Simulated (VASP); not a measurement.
# WC (I4/mmm) in VASP: further runs

The runs below take WC through single point, with PBEsol.

All numbers are computed with VASP 6.6.1; they aren't measurements. Logs are shortened: lines on timing, memory, paths and dates and some standing lists are left out, and cuts for length are marked.

### Step 1. The cell of the first run

Symmetry: I4/mmm, No. 139, tetragonal system. The conventional cell has a = 2.996 Å, b = 2.996 Å, c = 4.345 Å, α = 90.00°, β = 90.00°, γ = 90.00°. W (site symmetry 4/mmm) has 6 C at 2.12 to 2.17 Å within 2.8 Å. Within 2.8 Å of C (site symmetry 4/mmm) lie 6 W at 2.12 to 2.17 Å.

### Step 2. Single point, PBEsol (strain -0.025 along x and y, +0.000 along z)

File INCAR:

```
ALGO = Normal
EDIFF = 1E-7
ENCUT = 520
GGA = PS
ISIF = 2
ISMEAR = 0
LASPH = True
LCHARG = True
LELF = True
LREAL = False
LVHAR = True
LWAVE = False
NBANDS = 16
NELM = 100
PREC = Accurate
SIGMA = 0.15
```

File KPOINTS:

```
k-points
0
Gamma
  24 24 24
```

File POSCAR:

```
WC
1.0
    0.0000000000      2.1183682398      2.1726853742
    2.1183682398      0.0000000000      2.1726853742
    2.1183682398      2.1183682398      0.0000000000
W C
1 1
Direct
    0.0000000000      0.0000000000      0.0000000000
    0.5000000000      0.5000000000      0.5000000000
```

Potentials or basis: VASP PAW PBE potentials, release 64 (W_sv, C).

The run is started by

```console
$ cat potpaw_PBE.64/W_sv/POTCAR potpaw_PBE.64/C/POTCAR > POTCAR
$ mpirun -np 1 vasp_std > vasp.out
```

OUTCAR:

```text
EDIFF = 1E-7
   ENCUT = 520
   GGA = PS
   ISIF = 2
   ISMEAR = 0
   LASPH = True
   LREAL = False
   NELM = 100
   PREC = Accurate

 ion  position               nearest neighbor table
   1  0.000  0.000  0.000-   2 2.12   2 2.12   2 2.12   2 2.12   2 2.17   2 2.17
   2  0.500  0.500  0.500-   1 2.12   1 2.12   1 2.12   1 2.12   1 2.17   1 2.17

  LATTYP: Found a body centered tetragonal cell.
 ALAT       =     2.9958250948
 C/A-ratio  =     1.4504754486

  Lattice vectors:

 A1 = (  -2.1183682398,   0.0000000000,   2.1726853742)
 A2 = (   2.1183682398,   0.0000000000,   2.1726853742)
 A3 = (   0.0000000000,   2.1183682398,  -2.1726853742)

Analysis of symmetry for initial positions (statically):
=====================================================================
 Subroutine PRICEL returns:
 Original cell was already a primitive cell.

 Routine SETGRP: Setting up the symmetry group for a
 body centered tetragonal supercell.

 Subroutine GETGRP returns: Found 16 space group operations
 (whereof 16 operations were pure point group operations)
 out of a pool of 16 trial point group operations.

The static configuration has the point symmetry D_4h.

Analysis of symmetry for dynamics (positions and initial velocities):
=====================================================================
 Subroutine PRICEL returns:
 Original cell was already a primitive cell.

 Routine SETGRP: Setting up the symmetry group for a
 body centered tetragonal supercell.

 Subroutine GETGRP returns: Found 16 space group operations
 (whereof 16 operations were pure point group operations)
 out of a pool of 16 trial point group operations.

The dynamic configuration has the point symmetry D_4h.

 Subroutine INISYM returns: Found 16 space group operations
 (whereof 16 operations are pure point group operations),
 and found     1 'primitive' translations

----------------------------------------------------------------------------------------

                                     Primitive cell

  volume of cell :      19.4998

  direct lattice vectors                    reciprocal lattice vectors
     0.000000000  2.118368240  2.172685374    -0.236030729  0.236030729  0.230129961
     2.118368240  0.000000000  2.172685374     0.236030729 -0.236030729  0.230129961
     2.118368240  2.118368240  0.000000000     0.236030729  0.236030729 -0.230129961

  length of vectors
     3.034476188  3.034476188  2.995825095     0.405439032  0.405439032  0.405439032

  position of ions in fractional coordinates (direct lattice)
     0.000000000  0.000000000  0.000000000
     0.500000000  0.500000000  0.500000000

  ion indices of the primitive-cell ions
   primitive index   ion index
                 1           1
                 2           2

----------------------------------------------------------------------------------------

 KPOINTS: k-points

Automatic generation of k-mesh.
 Grid dimensions read from file:
 generate k-points for:   24   24   24

 Generating k-lattice:

  Cartesian coordinates                     Fractional coordinates (reciprocal lattice)
    -0.009834614  0.009834614  0.009588748     0.041666667 -0.000000000  0.000000000
     0.009834614 -0.009834614  0.009588748    -0.000000000  0.041666667  0.000000000
     0.009834614  0.009834614 -0.009588748     0.000000000  0.000000000  0.041666667

  Length of vectors
     0.016893293  0.016893293  0.016893293

  Shift w.r.t. Gamma in fractional coordinates (k-lattice)
     0.000000000  0.000000000  0.000000000

 Subroutine IBZKPT returns following result:
 ===========================================

 Found   1063 irreducible k-points:

 Following reciprocal coordinates:
            Coordinates               Weight
  0.000000  0.000000  0.000000      1.000000
  0.041667 -0.000000  0.000000      8.000000
  0.083333 -0.000000  0.000000      8.000000
  0.125000 -0.000000  0.000000      8.000000
  0.166667 -0.000000  0.000000      8.000000
  0.208333 -0.000000  0.000000      8.000000
[... 16 lines left out ...]
  0.416667  0.041667  0.000000      8.000000
  0.458333  0.041667  0.000000      8.000000
 [... further k-points ...]
   k-points           NKPTS =   1063   k-points in BZ     NKDIM =   1063   number of bands    NBANDS=     16
   number of dos      NEDOS =    301   number of ions     NIONS =      2
   total plane-waves  NPLWV =  13824
   dimension x,y,z NGX =    24 NGY =   24 NGZ =   24
   dimension x,y,z NGXF=    48 NGYF=   48 NGZF=   48
   ions per type =               1   1
   NGX,Y,Z   is equivalent  to a cutoff of  13.15, 13.15, 13.32 a.u.
   NGXF,Y,Z  is equivalent  to a cutoff of  26.30, 26.30, 26.64 a.u.
 SYSTEM =  unknown system
   PREC   = accura    normal or accurate (medium, high low for compatibility)
   ISTART =      0    job   : 0-new  1-cont  2-samecut
   ICHARG =      2    charge: 1-file 2-atom 10-const
   ISPIN  =      1    spin polarized calculation?
   LNONCOLLINEAR =      F non collinear calculations
   LSORBIT =      F    spin-orbit coupling
   LASPH  =      T    aspherical Exc in radial PAW
   ENCUT  =  520.0 eV  38.22 Ry    6.18 a.u.   5.64  5.64  5.57*2*pi/ulx,y,z
   NELM   =    100;   NELMIN=  2; NELMDL= -5     # of ELM steps
   EDIFF  = 0.1E-06   stopping-criterion for ELM
   LREAL  =      F    real-space projection
   EDIFFG = 0.1E-05   stopping-criterion for IOM
   NSW    =      0    number of steps for IOM
   IBRION =     -1    ionic relax: 0-MD 1-quasi-New 2-CG
   NFREE  =      0    steps in history (QN), initial steepest desc. (CG)
   ISIF   =      2    stress and relaxation
   ISYM   =      2    0-nonsym 1-usesym 2-fastsym
   POTIM  = 0.5000    time-step for ionic-motion
   TEBEG  =    0.0;   TEEND  =   0.0 temperature during run
   PSTRESS=    0.0 pullay stress
   NELECT =      18.0000    total number of electrons
   NUPDOWN=      -1.0000    fix difference up-down
   EMIN   =  10.00;   EMAX   =-10.00  energy-range for DOS
   EFERMI =   0.00;   METHOD = LEGACY
   ISMEAR =     0;   SIGMA  =   0.15  broadening in eV -4-tet -1-fermi 0-gaus
   EFERMI_NEDOS =   21; number of points for ismear=-14 and -15
   IALGO  =     38    algorithm
   IMIX   =      4    mixing-type and parameters
     AMIX     =   0.40;   BMIX     =  1.00
     AMIX_MAG =   1.60;   BMIX_MAG =  1.00
  volume/ion in A,a.u.               =       9.75        65.80
  Fermi-wavevector in a.u.,A,eV,Ry     =   1.594003  3.012229 34.570294  2.540845
  Thomas-Fermi vector in A             =   2.692145
   LORBIT       =      0    0 simple, 1 ext, 2 COOP (PROOUT), +10 PAW based schemes
   GGA     = PS    functional components
   LHFCALC =     F    Hartree Fock is set to
   AEXX    =    0.0000 exact exchange contribution
   IVDW    =     0    specifies the selected vdW correction
   LEPSILON=     F    determine dielectric tensor
   LRPA    =     F    only Hartree local field effects (RPA)
 non-spin polarized calculation
 Gauss-broadening in eV      SIGMA  =   0.15
  energy-cutoff  :      520.00
  volume of cell :       19.50
 maximum number of plane-waves:       542
   NGX = 11   NGY = 11   NGZ = 11

 number of electron      18.0000000 magnetization

 Free energy of the ion-electron system (eV)
  ---------------------------------------------------
  ext. energy  EPLUGINS =         0.00000000
  ---------------------------------------------------
  free energy    TOTEN  =       -22.90655482 eV

  energy without entropy =      -22.89623763  energy(sigma->0) =      -22.90139622

 E-fermi :  13.4712     XC(G=0): -14.2790

 val. band max:       13.4702643165   @ k =  -0.0417   0.0000   0.0417
 cond. band min:      13.4733099407   @ k =  -0.3750   0.3333   0.1667
 fundamental gap:      0.0030456242
 Fermi energy:        13.4712174032

 k-point     1 :       0.0000    0.0000    0.0000
  band No.  band energies     occupation
      1     -61.8418      2.00000
      2     -25.8322      2.00000
      3     -25.8322      2.00000
      4     -25.8261      2.00000
      5      -2.9971      2.00000
      6      10.1828      2.00000
[... 8 lines left out ...]
     15      23.0147      0.00000
     16      37.9486      0.00000

 k-point     2 :       0.0417   -0.0000    0.0000
  band No.  band energies     occupation
      1     -61.8409      2.00000
      2     -25.8452      2.00000
      3     -25.8334      2.00000
      4     -25.8292      2.00000
      5      -2.9421      2.00000
      6      10.0914      2.00000
[... 8 lines left out ...]
     15      23.1466      0.00000
     16      37.2833      0.00000

 k-point     3 :       0.0833   -0.0000    0.0000
  band No.  band energies     occupation
      1     -61.8382      2.00000
      2     -25.8869      2.00000
      3     -25.8369      2.00000
      4     -25.8346      2.00000
      5      -2.7788      2.00000
      6       9.6786      2.00000
[... 8 lines left out ...]
     15      23.5295      0.00000
     16      35.9056      0.00000

 k-point     4 :       0.1250   -0.0000    0.0000
  band No.  band energies     occupation
      1     -61.8338      2.00000
      2     -25.9530      2.00000
      3     -25.8428      2.00000
      4     -25.8424      2.00000
      5      -2.5132      2.00000
      6       9.0441      2.00000
[... 8 lines left out ...]
     15      24.1221      0.00000
     16      34.4012      0.00000
[... 324 lines left out ...]
 k-point    22 :       0.3750    0.0417    0.0000
  band No.  band energies     occupation
      1     -61.7965      2.00000
      2     -26.4824      2.00000
      3     -25.9126      2.00000
      4     -25.8996      2.00000
      5       0.3518      2.00000
      6       4.8928      2.00000
[... 8 lines left out ...]
     15      27.3588      0.00000
     16      27.9145      0.00000

 k-point    23 :       0.4167    0.0417    0.0000
  band No.  band energies     occupation
      1     -61.7916      2.00000
      2     -26.5493      2.00000
      3     -25.9235      2.00000
      4     -25.9035      2.00000
      5       0.9724      2.00000
      6       4.2320      2.00000
[... 8 lines left out ...]
     15      26.8387      0.00000
     16      27.0405      0.00000

 k-point    24 :       0.4583    0.0417    0.0000
  band No.  band energies     occupation
      1     -61.7882      2.00000
      2     -26.5952      2.00000
      3     -25.9319      2.00000
      4     -25.9051      2.00000
      5       1.5834      2.00000
      6       3.6023      2.00000
[... 8 lines left out ...]
     15      26.0499      0.00000
     16      26.4073      0.00000

 [... further k-points ...]
[... 5 lines left out ...]
  --------------------------------------------------------------------------------------
  -------------------------------------------------------------------------------------
  Total        3.7154470      3.7154470      1.3491727      0.0000000      0.0000000     -0.0000000
  in kB      305.2754702    305.2754702    110.8532327      0.0000000      0.0000000     -0.0000000
  external PRESSURE =     240.4680577 kB  Pullay stress =       0.0000000 kB

 VOLUME and BASIS-vectors are now :
 -----------------------------------------------------------------------------
  energy-cutoff  :      520.00
  volume of cell :       19.50
      direct lattice vectors                 reciprocal lattice vectors
     0.000000000  2.118368240  2.172685374    -0.236030729  0.236030729  0.230129961
     2.118368240  0.000000000  2.172685374     0.236030729 -0.236030729  0.230129961
     2.118368240  2.118368240  0.000000000     0.236030729  0.236030729 -0.230129961

 POSITION                                       TOTAL-FORCE (eV/Angst)
 -----------------------------------------------------------------------------------
      0.00000      0.00000      0.00000        -0.000000      0.000000      0.000000
      2.11837      2.11837      2.17269         0.000000     -0.000000     -0.000000
 -----------------------------------------------------------------------------------
    total drift:                                0.000000     -0.000000     -0.000000

  FREE ENERGIE OF THE ION-ELECTRON SYSTEM (eV)
  ---------------------------------------------------
  free  energy   TOTEN  =       -22.9065548168 eV

  energy  without entropy=      -22.8962376290  energy(sigma->0) =      -22.90139622
```

Wall time 3.2 min (1 thread of AMD EPYC 9R45 (Zen 5), shared host); peak memory 0.39 GiB.

What came out:

- Free energy: -22.9066 eV
- Pressure: 24.0 GPa
- Band gap on the k mesh: zero (bands 9 and 10 overlap by 3.43 eV)

Levels at points of the mesh, in eV from the Fermi level:
```
           k point  band 6  band 7  band 8  band 9  band 10  band 11  band 12  band 13
(0.00, 0.00, 0.00)   -3.29   -2.94   -2.94   -1.28    -1.24    -1.13    -1.13    -0.88
(0.50, 0.00, 0.00)  -10.50   -7.19   -7.13    1.13     1.34     2.69     5.01     9.33
(0.50, 0.50, 0.00)   -6.41   -5.97   -2.47   -2.47     0.98     2.62     2.62     5.95
(0.50, 0.00, 0.50)   -6.42   -5.64   -2.71   -2.60     1.01     2.45     2.78     6.38
```

Caveat: the cell differs from its parent crystal (strain -0.025 along x and y, +0.000 along z); the stress differs along the axes, from 11 to 31 GPa; the PAW data sets were made with another functional, which shifts forces and pressure a little; spin-orbit coupling is left out, which moves the levels of the heavy elements.

### Step 3. Single point, PBEsol (strain +0.000 along x and y, -0.025 along z)

File INCAR:

```
  PREC = Accurate
  ENCUT = 520
  EDIFF = 1E-7
  ISMEAR = 0
  SIGMA = 0.15
  LREAL = F
  LASPH = T
  NELM = 100
  ALGO = Normal
  ISIF = 2
  LWAVE = F
  LCHARG = F
  GGA = PS
  NBANDS = 16
```

File KPOINTS:

```
regular mesh
0
Gamma
  24 24 24
```

File POSCAR:

```
WC
1.0
    0.0000000000      2.1726853742      2.1183682398
    2.1726853742      0.0000000000      2.1183682398
    2.1726853742      2.1726853742      0.0000000000
W C
1 1
Direct
    0.0000000000      0.0000000000      0.0000000000
    0.5000000000      0.5000000000      0.5000000000
```

Potentials or basis: VASP PAW PBE potentials, release 64 (W_sv, C).

The run is started by

```console
$ cat potpaw_PBE.64/W_sv/POTCAR potpaw_PBE.64/C/POTCAR > POTCAR
$ mpirun -np 1 vasp_std > vasp.out
```

Run time: 3 min. Hardware: 1 thread of AMD EPYC 9R45 (Zen 5), shared host; peak memory 0.39 GiB.

The run converged. Its results:

* Free energy: -22.9622 eV
* Pressure: 12.3 GPa
* Band gap on the k mesh: zero (bands 9 and 10 overlap by 3.27 eV)

Stress tensor (GPa, compression positive):
```
 6.04  0.00  0.00
 0.00  6.04  0.00
 0.00  0.00 24.74
```

Levels at points of the mesh, in eV from the Fermi level:
| k point | band 7 | band 8 | band 9 | band 10 | band 11 | band 12 |
| --- | --- | --- | --- | --- | --- | --- |
| (0.00, 0.00, 0.00) | -3.06 | -2.73 | -1.18 | -1.17 | -1.17 | -1.03 |
| (0.50, 0.00, 0.00) | -6.99 | -6.94 | 1.06 | 1.29 | 2.58 | 4.98 |
| (0.50, 0.50, 0.00) | -5.48 | -2.68 | -2.68 | 0.99 | 2.51 | 2.51 |
| (0.50, 0.00, 0.50) | -5.81 | -2.54 | -2.44 | 0.92 | 2.36 | 2.65 |

Caveat: the cell differs from its parent crystal (strain +0.000 along x and y, -0.025 along z); the stress differs along the axes, from 6 to 25 GPa; the PAW data sets were made with another functional, which shifts forces and pressure a little; spin-orbit coupling is left out, which moves the levels of the heavy elements.

### Step 4. Single point, PBEsol (strain -0.025 along x and y, +0.025 along z)

File INCAR:

```
SYSTEM = WC
PREC = Accurate
ENCUT = 520
EDIFF = 1E-7
ISMEAR = 0
SIGMA = 0.15
LREAL = .False.
LASPH = .True.
NELM = 60
ALGO = Normal
ISIF = 2
LWAVE = .False.
LCHARG = .True.
GGA = PS
LELF = .True.
LVHAR = .True.
NBANDS = 16
```

File KPOINTS:

```
regular mesh
0
Gamma
  24 24 24
  0 0 0
```

File POSCAR:

```
WC
1.0
    0.0000000000      2.1183682398      2.2270025086
    2.1183682398      0.0000000000      2.2270025086
    2.1183682398      2.1183682398      0.0000000000
W C
1 1
Direct
    0.0000000000      0.0000000000      0.0000000000
    0.5000000000      0.5000000000      0.5000000000
```

The run is started by

```console
$ cat potpaw_PBE.64/W_sv/POTCAR potpaw_PBE.64/C/POTCAR > POTCAR
$ mpirun -np 1 vasp_std > vasp.out
```

Run time: 3 min. Hardware: 1 thread of AMD EPYC 9R45 (Zen 5), shared host; peak memory 0.39 GiB.

The run converged. Its results:

```yaml
Free_energy: -22.9109 eV
Pressure: 14.2 GPa
Band_gap_on_the_k_mesh: zero (bands 9 and 10 overlap by 3.18 eV)
```

Stress tensor (GPa, compression positive):
```
25.00  0.00  0.00
 0.00 25.00  0.00
 0.00  0.00 -7.48
```

Levels at points of the mesh, in eV from the Fermi level:
```csv
k point,band 5,band 6,band 7,band 8,band 9,band 10,band 11,band 12,band 13,band 14
"(0.00, 0.00, 0.00)",-16.24,-3.38,-2.71,-2.71,-1.43,-1.28,-1.03,-1.03,-0.69,7.34
"(0.50, 0.00, 0.00)",-11.19,-10.27,-7.03,-6.92,1.01,1.40,2.64,4.97,8.66,10.12
"(0.50, 0.50, 0.00)",-14.05,-6.18,-6.08,-2.30,-2.30,0.93,2.50,2.50,5.45,8.40
"(0.50, 0.00, 0.50)",-13.96,-6.19,-5.47,-2.73,-2.57,0.93,2.19,2.84,6.27,8.05
```

Caveat: the cell differs from its parent crystal (strain -0.025 along x and y, +0.025 along z); the stress differs along the axes, from -7 to 25 GPa; the PAW data sets were made with another functional, which shifts forces and pressure a little; spin-orbit coupling is left out, which moves the levels of the heavy elements.

### Step 5. Summary

| cell | gap on the mesh (eV) | pressure (GPa) |
| --- | --- | --- |
| a = 3.034, b = 3.034, c = 2.996 Å, angles 60.4, 60.4, 59.2°, 2 atoms | none | 24.0 |
| a = 3.034, b = 3.034, c = 3.073 Å, angles 59.6, 59.6, 60.8°, 2 atoms | none | 12.3 |
| a = 3.074, b = 3.074, c = 2.996 Å, angles 60.8, 60.8, 58.3°, 2 atoms | none | 14.2 |

Alike in all rows: task single point; level PBEsol; potentials or basis VASP PAW PBE potentials, release 64 (W_sv, C); no spin polarisation; k mesh 24 × 24 × 24; cutoff (eV) 520; smearing gaussian 0.15 eV.

Caveats: the PAW data sets were made with another functional, which shifts forces and pressure a little; spin-orbit coupling is left out, which moves the levels of the heavy elements; the stress differs along the axes, from 11 to 31 GPa (at least some runs); the stress differs along the axes, from 6 to 25 GPa (at least some runs); the stress differs along the axes, from -7 to 25 GPa (at least some runs).

Total energies depend on the potentials used, so only differences within one code and one set of settings carry meaning.
